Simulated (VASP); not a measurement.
# Sb (P4/mmm) in VASP: single point with r2SCAN

Aim: the single point of Sb with r2SCAN.

All numbers are computed with VASP 6.6.1; they aren't measurements. Logs are shortened: lines on timing, memory, paths and dates and some standing lists are left out, and cuts for length are marked.

### Step 1. The cell of the first run

The structure is tetragonal, space group P4/mmm (No. 123). The conventional cell has a = 3.318 Å, b = 3.318 Å, c = 3.002 Å, α = 90.00°, β = 90.00°, γ = 90.00°. Within 4.0 Å of Sb (site symmetry 4/mmm) lie 6 Sb at 3.00 to 3.32 Å.

### Step 2. Single point, r2SCAN (strain +0.050 along x and y, -0.050 along z)

The input, POSCAR:

```
Sb
1.0
    3.3180000000      0.0000000000      0.0000000000
    0.0000000000      3.3180000000      0.0000000000
    0.0000000000      0.0000000000      3.0020000000
Sb
1
Direct
    0.0000000000      0.0000000000      0.0000000000
```

The input, INCAR.step1:

```
ALGO     = Normal         # electronic algorithm
EDIFF    = 1E-4           # SCF threshold, eV
ENCUT    = 520            # plane-wave cutoff, eV
GGA      = PE             # functional
ISMEAR   = 0              # smearing method
LASPH    = True           # aspherical terms in the spheres
LCHARG   = False          # write CHGCAR
LREAL    = False          # projectors in reciprocal space
LWAVE    = True           # write WAVECAR
NBANDS   = 8              # bands
NELM     = 60             # most SCF steps
PREC     = Accurate       # precision mode
SIGMA    = 0.15           # smearing width, eV
```

The input, INCAR.step2:

```
ALGO     = Normal         # electronic algorithm
EDIFF    = 1E-7           # SCF threshold, eV
ENCUT    = 520            # plane-wave cutoff, eV
ISIF     = 2              # what is computed and relaxed
ISMEAR   = 0              # smearing method
ISTART   = 1            
LASPH    = True           # aspherical terms in the spheres
LCHARG   = False          # write CHGCAR
LMIXTAU  = True         
LREAL    = False          # projectors in reciprocal space
LWAVE    = False          # write WAVECAR
METAGGA  = R2SCAN         # meta-GGA
NBANDS   = 8              # bands
NELM     = 60             # most SCF steps
PREC     = Accurate       # precision mode
SIGMA    = 0.15           # smearing width, eV
```

The input, KPOINTS:

```
k-points
0
Gamma
  16 16 16
```

Potentials or basis: VASP PAW PBE potentials, release 64 (Sb).

Launch:

```
$ cat potpaw_PBE.64/Sb/POTCAR > POTCAR
$ cp INCAR.step1 INCAR
$ mpirun -np 1 vasp_std > vasp.out
$ cp INCAR.step2 INCAR
$ mpirun -np 1 vasp_std > vasp.out
```

OUTCAR:

```text
EDIFF = 1E-7
   ENCUT = 520
   ISIF = 2
   ISMEAR = 0
   ISTART = 1
   LASPH = True
   LREAL = False
   METAGGA = R2SCAN
   NELM = 60
   PREC = Accurate

 ion  position               nearest neighbor table
   1  0.000  0.000  0.000-

  LATTYP: Found a simple tetragonal cell.
 ALAT       =     3.3180000000
 C/A-ratio  =     0.9047619048

  Lattice vectors:

 A1 = (   3.3180000000,   0.0000000000,   0.0000000000)
 A2 = (   0.0000000000,   3.3180000000,   0.0000000000)
 A3 = (   0.0000000000,   0.0000000000,   3.0020000000)

Analysis of symmetry for initial positions (statically):
=====================================================================
 Subroutine PRICEL returns:
 Original cell was already a primitive cell.

 Routine SETGRP: Setting up the symmetry group for a
 simple tetragonal supercell.

 Subroutine GETGRP returns: Found 16 space group operations
 (whereof 16 operations were pure point group operations)
 out of a pool of 16 trial point group operations.

The static configuration has the point symmetry D_4h.

Analysis of symmetry for dynamics (positions and initial velocities):
=====================================================================
 Subroutine PRICEL returns:
 Original cell was already a primitive cell.

 Routine SETGRP: Setting up the symmetry group for a
 simple tetragonal supercell.

 Subroutine GETGRP returns: Found 16 space group operations
 (whereof 16 operations were pure point group operations)
 out of a pool of 16 trial point group operations.

The dynamic configuration has the point symmetry D_4h.

 Subroutine INISYM returns: Found 16 space group operations
 (whereof 16 operations are pure point group operations),
 and found     1 'primitive' translations

----------------------------------------------------------------------------------------

                                     Primitive cell

  volume of cell :      33.0494

  direct lattice vectors                    reciprocal lattice vectors
     3.318000000  0.000000000  0.000000000     0.301386377  0.000000000  0.000000000
     0.000000000  3.318000000  0.000000000     0.000000000  0.301386377  0.000000000
     0.000000000  0.000000000  3.002000000     0.000000000  0.000000000  0.333111259

  length of vectors
     3.318000000  3.318000000  3.002000000     0.301386377  0.301386377  0.333111259

  position of ions in fractional coordinates (direct lattice)
     0.000000000  0.000000000  0.000000000

  ion indices of the primitive-cell ions
   primitive index   ion index
                 1           1

[... 76 lines left out ...]
   NFREE  =      0    steps in history (QN), initial steepest desc. (CG)
   ISIF   =      2    stress and relaxation
   ISYM   =      2    0-nonsym 1-usesym 2-fastsym
   POTIM  = 0.5000    time-step for ionic-motion
   TEBEG  =    0.0;   TEEND  =   0.0 temperature during run
   PSTRESS=    0.0 pullay stress
   NELECT =       5.0000    total number of electrons
   NUPDOWN=      -1.0000    fix difference up-down
   EMIN   =  10.00;   EMAX   =-10.00  energy-range for DOS
   EFERMI =   0.00;   METHOD = LEGACY
   ISMEAR =     0;   SIGMA  =   0.15  broadening in eV -4-tet -1-fermi 0-gaus
   EFERMI_NEDOS =   21; number of points for ismear=-14 and -15
   IALGO  =     38    algorithm
   IMIX   =      4    mixing-type and parameters
     AMIX     =   0.40;   BMIX     =  1.00
     AMIX_MAG =   1.60;   BMIX_MAG =  1.00
  volume/ion in A,a.u.               =      33.05       223.03
  Fermi-wavevector in a.u.,A,eV,Ry     =   0.872322  1.648450 10.353303  0.760946
  Thomas-Fermi vector in A             =   1.991555
   LORBIT       =      0    0 simple, 1 ext, 2 COOP (PROOUT), +10 PAW based schemes
   METAGGA = R2SCAN    functional components
   LHFCALC =     F    Hartree Fock is set to
   AEXX    =    0.0000 exact exchange contribution
   IVDW    =     0    specifies the selected vdW correction
   LEPSILON=     F    determine dielectric tensor
   LRPA    =     F    only Hartree local field effects (RPA)
 non-spin polarized calculation
 Gauss-broadening in eV      SIGMA  =   0.15
  energy-cutoff  :      520.00
  volume of cell :       33.05
 maximum number of plane-waves:       928
 NGX is ok and might be reduce to    28
   NGX = 13   NGY = 13   NGZ = 11

 number of electron       5.0000001 magnetization

 Free energy of the ion-electron system (eV)
  ---------------------------------------------------
  ext. energy  EPLUGINS =         0.00000000
  ---------------------------------------------------
  free energy    TOTEN  =       -25.51795258 eV

  energy without entropy =      -25.51280387  energy(sigma->0) =      -25.51537823

 E-fermi :   5.8018     XC(G=0):  -9.6473

 val. band max:        5.7848548850   @ k =   0.1875   0.1875   0.1875
 cond. band min:       5.8121693237   @ k =   0.3750   0.2500   0.2500
 fundamental gap:      0.0273144387
 Fermi energy:         5.8018120316

 k-point     1 :       0.0000    0.0000    0.0000
  band No.  band energies     occupation
      1      -6.4736      2.00000
      2       8.0546      0.00000
      3       8.0546      0.00000
      4      10.9157      0.00000
      5      12.3869      0.00000
      6      12.5523      0.00000
      7      15.4497      0.00000
      8      22.6811      0.00000
[... 243 lines left out ...]
 k-point    24 :       0.5000    0.1250    0.0000
  band No.  band energies     occupation
      1      -4.4685      2.00000
      2       0.8795      2.00000
      3       7.8589      0.00000
      4      12.6178      0.00000
      5      13.6705      0.00000
      6      16.0130      0.00000
      7      18.5725      0.00000
      8      19.1887      0.00000

 [... further k-points ...]

------------------------ aborting loop because EDIFF is reached ----------------------------------------

  FORCE on cell =-STRESS in cart. coord.  units (eV):
  Direction    XX          YY          ZZ          XY          YZ          ZX
  --------------------------------------------------------------------------------------
  -------------------------------------------------------------------------------------
  Total       -1.5885571     -1.5885571      0.3339470      0.0000000      0.0000000      0.0000000
  in kB      -77.0105049    -77.0105049     16.1891749      0.0000000      0.0000000      0.0000000
  external PRESSURE =     -45.9439450 kB  Pullay stress =       0.0000000 kB

 VOLUME and BASIS-vectors are now :
 -----------------------------------------------------------------------------
  energy-cutoff  :      520.00
  volume of cell :       33.05
      direct lattice vectors                 reciprocal lattice vectors
     3.318000000  0.000000000  0.000000000     0.301386377  0.000000000  0.000000000
     0.000000000  3.318000000  0.000000000     0.000000000  0.301386377  0.000000000
     0.000000000  0.000000000  3.002000000     0.000000000  0.000000000  0.333111259

 POSITION                                       TOTAL-FORCE (eV/Angst)
 -----------------------------------------------------------------------------------
      0.00000      0.00000      0.00000         0.000000      0.000000      0.000000
 -----------------------------------------------------------------------------------
    total drift:                               -0.000000      0.000000     -0.000000

  FREE ENERGIE OF THE ION-ELECTRON SYSTEM (eV)
  ---------------------------------------------------
  free  energy   TOTEN  =       -25.5179525848 eV

  energy  without entropy=      -25.5128038721  energy(sigma->0) =      -25.51537823
```

Wall time 2.1 min (1 thread of Intel Xeon 6975P-C (Granite Rapids), shared host); peak memory 0.24 GiB.

What came out:

- Free energy: -25.5180 eV
- Pressure: -4.6 GPa
- Band gap on the k mesh: zero (an odd number of electrons rules out a gap without spin polarisation)

Stress tensor (GPa, compression positive):
```
-7.70  0.00  0.00
 0.00 -7.70  0.00
 0.00  0.00  1.62
```

Caveat: the cell differs from its parent crystal (strain +0.050 along x and y, -0.050 along z); the stress differs along the axes, from -8 to 2 GPa; the PAW data sets were made with another functional, which shifts forces and pressure a little; spin-orbit coupling is left out, which moves the levels of the heavy elements; an odd number of electrons without spin polarisation forces a metal; a magnetic or distorted state may lie lower.

The gap in the log of VASP goes by the Fermi energy; the results here count the filled bands.